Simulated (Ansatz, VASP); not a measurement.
Ba2ScCuO4 in VASP and in Ansatz

Contents of INCAR:

```
SYSTEM = Ba2ScCuO4
PREC     = Accurate       ! precision mode
ENCUT    = 600            ! plane-wave cutoff, eV
EDIFF    = 1E-6           ! SCF threshold, eV
ISMEAR   = 0              ! smearing method
SIGMA    = 0.01           ! smearing width, eV
LREAL    = .FALSE.        ! projectors in reciprocal space
LASPH    = .TRUE.         ! aspherical terms in the spheres
NELM     = 80             ! most SCF steps
ALGO     = Normal         ! electronic algorithm
ISIF     = 3              ! what is computed and relaxed
LWAVE    = .FALSE.        ! write WAVECAR
LCHARG   = .FALSE.        ! write CHGCAR
GGA      = CA             ! functional
IBRION   = 2              ! ionic algorithm
NSW      = 80             ! ionic steps
EDIFFG   = -0.01          ! ionic threshold
```

File KPOINTS:

```
Automatic mesh
0
G
  3 3 2
  0 0 0
```

File POSCAR:

```
Ba2ScCuO4
1.0
    4.1769600000      0.0000000000      0.0000000000
    0.0000000000      4.1769600000      0.0000000000
    0.0000000000      0.0000000000      8.0788600000
Ba Sc Cu O
2 1 1 4
Direct
    0.5000000000      0.5000000000      0.7679800000
    0.5000000000      0.5000000000      0.2320200000
    0.0000000000      0.0000000000      0.0000000000
    0.0000000000      0.0000000000      0.5000000000
    0.0000000000      0.5000000000      0.0000000000
    0.5000000000      0.0000000000      0.0000000000
    0.0000000000      0.0000000000      0.7246700000
    0.0000000000      0.0000000000      0.2753300000
```

Input for Ansatz:

```yaml
crystal:
  lattice:
    - [4.17696, 0.0, 0.0]
    - [0.0, 4.17696, 0.0]
    - [0.0, 0.0, 8.07886]
  atoms:
    - { symbol: Ba, position: [0.5, 0.5, 0.76798] }
    - { symbol: Ba, position: [0.5, 0.5, 0.23202] }
    - { symbol: Sc, position: [0.0, 0.0, 0.0] }
    - { symbol: Cu, position: [0.0, 0.0, 0.5] }
    - { symbol: O, position: [0.0, 0.5, 0.0] }
    - { symbol: O, position: [0.5, 0.0, 0.0] }
    - { symbol: O, position: [0.0, 0.0, 0.72467] }
    - { symbol: O, position: [0.0, 0.0, 0.27533] }
kpoints:
  mp_grid:
    grid: [3, 3, 2]
hamiltonian:
  xc: lda
scf:
  convergence:
    dr2_threshold: 1.0e-08
  occupations:
    method: fixed
relax:
  cell: {}
```

Alike in both runs: task relaxation of cell and atoms; functional LDA; k mesh 3 × 3 × 2; no spin polarisation.

```csv
,VASP,Ansatz
version,VASP 6.6.1,Ansatz 0.2.0
potentials or method,"VASP PAW LDA potentials, release 64 (Ba_sv, Sc_sv, Cu, O)","plane waves, PAW"
plane-wave cutoff (eV),600,420
occupations,"gaussian, width 0.01 eV",fixed
valence electrons in the cell,66,74
```

|  | VASP | Ansatz | Ansatz less VASP |
| --- | --- | --- | --- |
| relaxed volume (Å³/atom) | 16.32 | 16.09 | -0.226 |
| relaxed cell length with the largest relative difference (Å) | 4.081 | 4.062 | -0.0191 |

LDA's correlation is that of Perdew and Zunger in VASP and of Perdew and Wang (1992) in Ansatz. VASP's potentials hold 66 valence electrons a cell and Ansatz's 74, so a difference there can come from the potentials and not from the codes. Ansatz's warnings: stress scf threshold loose.

The k mesh is coarse, so the values compare programs but aren't converged. Neither program's run includes spin-orbit coupling.
